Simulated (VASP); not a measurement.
# ZnSe (rocksalt type) (Fm-3m) in VASP: notebook

ZnSe (rocksalt type) is run at these levels: PBE; tasks: single point.

Program: VASP 6.6.1. These are calculated values, not measurements. Logs are shortened: lines on timing, memory, paths and dates and some standing lists are left out, and cuts for length are marked.

### Step 1. The cell of the first run

It takes space group Fm-3m (No. 225, cubic). The conventional cell has a = 4.941 Å, b = 4.941 Å, c = 4.941 Å, α = 90.00°, β = 90.00°, γ = 90.00°. Zn (site symmetry m-3m) has 6 Se at 2.47 Å within 3.3 Å. Se (site symmetry m-3m) has 6 Zn at 2.47 Å within 3.3 Å.

### Step 2. Single point, PBE

Input file INCAR:

```
PREC = Accurate ; ENCUT = 520
EDIFF = 1E-7 ; ISMEAR = -1
SIGMA = 0.08 ; LREAL = False
LASPH = True ; NELM = 100
ALGO = Normal ; ISIF = 2
LWAVE = False ; LCHARG = True
GGA = PE ; LELF = True
LVHAR = True ; NBANDS = 16
```

Input file KPOINTS:

```
Automatic mesh
0
Gamma
  14 14 14
```

Input file POSCAR:

```
ZnSe
1.0
    0.0000000000      2.4703728562      2.4703728562
    2.4703728562      0.0000000000      2.4703728562
    2.4703728562      2.4703728562      0.0000000000
Zn Se
1 1
Direct
    0.0000000000      0.0000000000      0.0000000000
    0.5000000000      0.5000000000      0.5000000000
```

Potentials or basis: VASP PAW PBE potentials, release 64 (Zn, Se).

The run is started by

```console
> cat potpaw_PBE.64/Zn/POTCAR potpaw_PBE.64/Se/POTCAR > POTCAR
> mpirun -np 1 vasp_std > vasp.out
```

OUTCAR:

```text
PREC = Accurate
   ENCUT = 520
   EDIFF = 1E-7
   ISMEAR = -1
   LREAL = False
   LASPH = True
   NELM = 100
   ISIF = 2
   GGA = PE

 ion  position               nearest neighbor table
   1  0.000  0.000  0.000-   2 2.47   2 2.47   2 2.47   2 2.47   2 2.47   2 2.47
   2  0.500  0.500  0.500-   1 2.47   1 2.47   1 2.47   1 2.47   1 2.47   1 2.47

  LATTYP: Found a face centered cubic cell.
 ALAT       =     4.9407457124

  Lattice vectors:

 A1 = (   0.0000000000,   2.4703728562,   2.4703728562)
 A2 = (   2.4703728562,   0.0000000000,   2.4703728562)
 A3 = (   2.4703728562,   2.4703728562,   0.0000000000)

Analysis of symmetry for initial positions (statically):
=====================================================================
 Subroutine PRICEL returns:
 Original cell was already a primitive cell.

 Routine SETGRP: Setting up the symmetry group for a
 face centered cubic supercell.

 Subroutine GETGRP returns: Found 48 space group operations
 (whereof 48 operations were pure point group operations)
 out of a pool of 48 trial point group operations.

The static configuration has the point symmetry O_h .

Analysis of symmetry for dynamics (positions and initial velocities):
=====================================================================
 Subroutine PRICEL returns:
 Original cell was already a primitive cell.

 Routine SETGRP: Setting up the symmetry group for a
 face centered cubic supercell.

 Subroutine GETGRP returns: Found 48 space group operations
 (whereof 48 operations were pure point group operations)
 out of a pool of 48 trial point group operations.

The dynamic configuration has the point symmetry O_h .

 Subroutine INISYM returns: Found 48 space group operations
 (whereof 48 operations are pure point group operations),
 and found     1 'primitive' translations

----------------------------------------------------------------------------------------

                                     Primitive cell

  volume of cell :      30.1521

  direct lattice vectors                    reciprocal lattice vectors
     0.000000000  2.470372856  2.470372856    -0.202398597  0.202398597  0.202398597
     2.470372856  0.000000000  2.470372856     0.202398597 -0.202398597  0.202398597
     2.470372856  2.470372856  0.000000000     0.202398597  0.202398597 -0.202398597

  length of vectors
     3.493634797  3.493634797  3.493634797     0.350564653  0.350564653  0.350564653

  position of ions in fractional coordinates (direct lattice)
     0.000000000  0.000000000  0.000000000
     0.500000000  0.500000000  0.500000000

  ion indices of the primitive-cell ions
   primitive index   ion index
                 1           1
                 2           2

----------------------------------------------------------------------------------------

 KPOINTS: Automatic mesh

Automatic generation of k-mesh.
 Grid dimensions read from file:
 generate k-points for:   14   14   14

 Generating k-lattice:

  Cartesian coordinates                     Fractional coordinates (reciprocal lattice)
    -0.014457043  0.014457043  0.014457043     0.071428571  0.000000000  0.000000000
     0.014457043 -0.014457043  0.014457043     0.000000000  0.071428571  0.000000000
     0.014457043  0.014457043 -0.014457043     0.000000000  0.000000000  0.071428571

  Length of vectors
     0.025040332  0.025040332  0.025040332

  Shift w.r.t. Gamma in fractional coordinates (k-lattice)
     0.000000000  0.000000000  0.000000000

 Subroutine IBZKPT returns following result:
 ===========================================

 Found    104 irreducible k-points:

 Following reciprocal coordinates:
            Coordinates               Weight
  0.000000  0.000000  0.000000      1.000000
  0.071429  0.000000  0.000000      8.000000
  0.142857  0.000000  0.000000      8.000000
  0.214286  0.000000  0.000000      8.000000
  0.285714  0.000000  0.000000      8.000000
  0.357143  0.000000  0.000000      8.000000
[... 16 lines left out ...]
  0.214286  0.142857  0.000000     24.000000
  0.285714  0.142857  0.000000     24.000000
 [... further k-points ...]
   k-points           NKPTS =    104   k-points in BZ     NKDIM =    104   number of bands    NBANDS=     16
   number of dos      NEDOS =    301   number of ions     NIONS =      2
   total plane-waves  NPLWV =  21952
   dimension x,y,z NGX =    28 NGY =   28 NGZ =   28
   dimension x,y,z NGXF=    56 NGYF=   56 NGZF=   56
   ions per type =               1   1
   NGX,Y,Z   is equivalent  to a cutoff of  13.32, 13.32, 13.32 a.u.
   NGXF,Y,Z  is equivalent  to a cutoff of  26.65, 26.65, 26.65 a.u.
 SYSTEM =  unknown system
   PREC   = accura    normal or accurate (medium, high low for compatibility)
   ISTART =      0    job   : 0-new  1-cont  2-samecut
   ICHARG =      2    charge: 1-file 2-atom 10-const
   ISPIN  =      1    spin polarized calculation?
   LNONCOLLINEAR =      F non collinear calculations
   LSORBIT =      F    spin-orbit coupling
   LASPH  =      T    aspherical Exc in radial PAW
   ENCUT  =  520.0 eV  38.22 Ry    6.18 a.u.   6.50  6.50  6.50*2*pi/ulx,y,z
   NELM   =    100;   NELMIN=  2; NELMDL= -5     # of ELM steps
   EDIFF  = 0.1E-06   stopping-criterion for ELM
   LREAL  =      F    real-space projection
   EDIFFG = 0.1E-05   stopping-criterion for IOM
   NSW    =      0    number of steps for IOM
   IBRION =     -1    ionic relax: 0-MD 1-quasi-New 2-CG
   NFREE  =      0    steps in history (QN), initial steepest desc. (CG)
   ISIF   =      2    stress and relaxation
   ISYM   =      2    0-nonsym 1-usesym 2-fastsym
   POTIM  = 0.5000    time-step for ionic-motion
   TEBEG  =    0.0;   TEEND  =   0.0 temperature during run
   PSTRESS=    0.0 pullay stress
   NELECT =      18.0000    total number of electrons
   NUPDOWN=      -1.0000    fix difference up-down
   EMIN   =  10.00;   EMAX   =-10.00  energy-range for DOS
   EFERMI =   0.00;   METHOD = LEGACY
   ISMEAR =    -1;   SIGMA  =   0.08  broadening in eV -4-tet -1-fermi 0-gaus
   EFERMI_NEDOS =   21; number of points for ismear=-14 and -15
   IALGO  =     38    algorithm
   IMIX   =      4    mixing-type and parameters
     AMIX     =   0.40;   BMIX     =  1.00
     AMIX_MAG =   1.60;   BMIX_MAG =  1.00
  volume/ion in A,a.u.               =      15.08       101.74
  Fermi-wavevector in a.u.,A,eV,Ry     =   1.378457  2.604906 25.853017  1.900143
  Thomas-Fermi vector in A             =   2.503517
   LORBIT       =      0    0 simple, 1 ext, 2 COOP (PROOUT), +10 PAW based schemes
   GGA     = PE    functional components
   LHFCALC =     F    Hartree Fock is set to
   AEXX    =    0.0000 exact exchange contribution
   IVDW    =     0    specifies the selected vdW correction
   LEPSILON=     F    determine dielectric tensor
   LRPA    =     F    only Hartree local field effects (RPA)
 non-spin polarized calculation
  energy-cutoff  :      520.00
  volume of cell :       30.15
 maximum number of plane-waves:       869
 NGX is ok and might be reduce to    28
   NGX = 13   NGY = 13   NGZ = 13

 number of electron      17.9999986 magnetization

 Free energy of the ion-electron system (eV)
  ---------------------------------------------------
  ext. energy  EPLUGINS =         0.00000000
  ---------------------------------------------------
  free energy    TOTEN  =        -4.74818627 eV

  energy without entropy =       -4.73749010  energy(sigma->0) =       -4.74283819

 E-fermi :   5.8012     XC(G=0): -11.6437

 val. band max:        5.7959528366   @ k =  -0.2143   0.2143   0.0000
 cond. band min:       5.8042368596   @ k =  -0.1429   0.1429   0.0000
 fundamental gap:      0.0082840230
 Fermi energy:         5.8012246495

 k-point     1 :       0.0000    0.0000    0.0000
  band No.  band energies     occupation
      1     -10.1274      2.00000
      2      -1.5530      2.00000
      3      -1.5530      2.00000
      4      -1.5349      2.00000
      5      -1.5349      2.00000
      6      -1.5349      2.00000
[... 8 lines left out ...]
     15      16.8609      0.00000
     16      16.8609      0.00000

 k-point     2 :       0.0714    0.0000    0.0000
  band No.  band energies     occupation
      1     -10.0531      2.00000
      2      -1.5753      2.00000
      3      -1.5753      2.00000
      4      -1.5469      2.00000
      5      -1.5263      2.00000
      6      -1.5263      2.00000
[... 8 lines left out ...]
     15      16.0189      0.00000
     16      16.6755      0.00000

 k-point     3 :       0.1429    0.0000    0.0000
  band No.  band energies     occupation
      1      -9.8339      2.00000
      2      -1.6411      2.00000
      3      -1.6411      2.00000
      4      -1.5886      2.00000
      5      -1.4976      2.00000
      6      -1.4976      2.00000
[... 8 lines left out ...]
     15      15.5884      0.00000
     16      16.2962      0.00000

 k-point     4 :       0.2143    0.0000    0.0000
  band No.  band energies     occupation
      1      -9.4824      2.00000
      2      -1.7346      2.00000
      3      -1.7346      2.00000
      4      -1.6839      2.00000
      5      -1.4551      2.00000
      6      -1.4551      2.00000
[... 8 lines left out ...]
     15      16.2010      0.00000
     16      16.2010      0.00000
[... 324 lines left out ...]
 k-point    22 :       0.1429    0.1429    0.0000
  band No.  band energies     occupation
      1      -9.7412      2.00000
      2      -1.7666      2.00000
      3      -1.5739      2.00000
      4      -1.5318      2.00000
      5      -1.5118      2.00000
      6      -1.5118      2.00000
[... 8 lines left out ...]
     15      18.3311      0.00000
     16      18.3311      0.00000

 k-point    23 :       0.2143    0.1429    0.0000
  band No.  band energies     occupation
      1      -9.4885      2.00000
      2      -1.8740      2.00000
      3      -1.6053      2.00000
      4      -1.5752      2.00000
      5      -1.4897      2.00000
      6      -1.4610      2.00000
[... 8 lines left out ...]
     15      18.1270      0.00000
     16      18.4984      0.00000

 k-point    24 :       0.2857    0.1429    0.0000
  band No.  band energies     occupation
      1      -9.1185      2.00000
      2      -1.9990      2.00000
      3      -1.6677      2.00000
      4      -1.6559      2.00000
      5      -1.4542      2.00000
      6      -1.4036      2.00000
[... 8 lines left out ...]
     15      18.5605      0.00000
     16      18.6361      0.00000

 [... further k-points ...]
[... 5 lines left out ...]
  --------------------------------------------------------------------------------------
  -------------------------------------------------------------------------------------
  Total        5.9655319      5.9655319      5.9655319     -0.0000000      0.0000000      0.0000000
  in kB      316.9875762    316.9875762    316.9875762     -0.0000000      0.0000000      0.0000000
  external PRESSURE =     316.9875762 kB  Pullay stress =       0.0000000 kB

 VOLUME and BASIS-vectors are now :
 -----------------------------------------------------------------------------
  energy-cutoff  :      520.00
  volume of cell :       30.15
      direct lattice vectors                 reciprocal lattice vectors
     0.000000000  2.470372856  2.470372856    -0.202398597  0.202398597  0.202398597
     2.470372856  0.000000000  2.470372856     0.202398597 -0.202398597  0.202398597
     2.470372856  2.470372856  0.000000000     0.202398597  0.202398597 -0.202398597

 POSITION                                       TOTAL-FORCE (eV/Angst)
 -----------------------------------------------------------------------------------
      0.00000      0.00000      0.00000         0.000000      0.000000     -0.000000
      2.47037      2.47037      2.47037        -0.000000     -0.000000      0.000000
 -----------------------------------------------------------------------------------
    total drift:                               -0.000000      0.000000      0.000000

  FREE ENERGIE OF THE ION-ELECTRON SYSTEM (eV)
  ---------------------------------------------------
  free  energy   TOTEN  =        -4.7481862726 eV

  energy  without entropy=       -4.7374901048  energy(sigma->0) =       -4.74283819
```

It took 1.7 min on 1 thread of Intel Xeon 8259CL, shared host; peak memory 0.2 GiB.

What came out:

| Item | Value |
| --- | --- |
| Free energy | -4.7482 eV |
| Pressure | 31.7 GPa |
| Band gap on the k mesh | zero (bands 9 and 10 overlap by 1.22 eV) |

Levels at points of the mesh, in eV from the Fermi level:
```tsv
k point	band 5	band 6	band 7	band 8	band 9	band 10	band 11	band 12	band 13	band 14
(0.00, 0.00, 0.00)	-7.34	-7.34	-0.73	-0.73	-0.73	2.52	8.58	8.58	8.58	11.00
(0.50, 0.00, 0.00)	-7.12	-7.12	-6.47	-0.07	-0.07	3.31	4.75	4.75	8.02	14.05
(0.50, 0.50, 0.00)	-7.05	-6.97	-6.45	-3.50	-3.50	-1.12	4.32	13.39	13.39	14.15
```

Caveat: the cell stands under pressure.

### Step 3. Single point, PBE

Input file INCAR:

```
ALGO = Normal
EDIFF = 1E-6
ENCUT = 520
GGA = PE
ISIF = 2
ISMEAR = -1
LASPH = True
LCHARG = False
LREAL = False
LWAVE = False
NBANDS = 16
NELM = 100
PREC = Accurate
SIGMA = 0.08
```

Input file KPOINTS:

```
k-points
0
Gamma
  14 14 14
```

Input file POSCAR:

```
ZnSe
1.0
    0.0000000000      2.4705755294      2.4705755294
    2.4705755294      0.0000000000      2.4705755294
    2.4705755294      2.4705755294      0.0000000000
Zn Se
1 1
Direct
    0.0000000000      0.0000000000      0.0000000000
    0.5000000000      0.5000000000      0.5000000000
```

Potentials or basis: VASP PAW PBE potentials, release 64 (Zn, Se).

The run is started by

```console
> cat potpaw_PBE.64/Zn/POTCAR potpaw_PBE.64/Se/POTCAR > POTCAR
> mpirun -np 1 vasp_std > vasp.out
```

Run time: 80 s. Hardware: 1 thread of Intel Xeon 8259CL, shared host; peak memory 0.2 GiB.

It converged, with:

| Quantity | Value |
| --- | --- |
| Free energy | -4.7497 eV |
| Pressure | 31.6 GPa |
| Band gap on the k mesh | zero (bands 9 and 10 overlap by 1.22 eV) |

Levels at points of the mesh, in eV from the Fermi level:
```csv
k point,band 5,band 6,band 7,band 8,band 9,band 10,band 11,band 12,band 13,band 14
"(0.00, 0.00, 0.00)",-7.33,-7.33,-0.73,-0.73,-0.73,2.52,8.58,8.58,8.58,11.00
"(0.50, 0.00, 0.00)",-7.12,-7.12,-6.47,-0.07,-0.07,3.31,4.75,4.75,8.02,14.05
"(0.50, 0.50, 0.00)",-7.05,-6.96,-6.45,-3.50,-3.50,-1.11,4.32,13.39,13.39,14.14
```

Caveat: the cell stands under pressure.
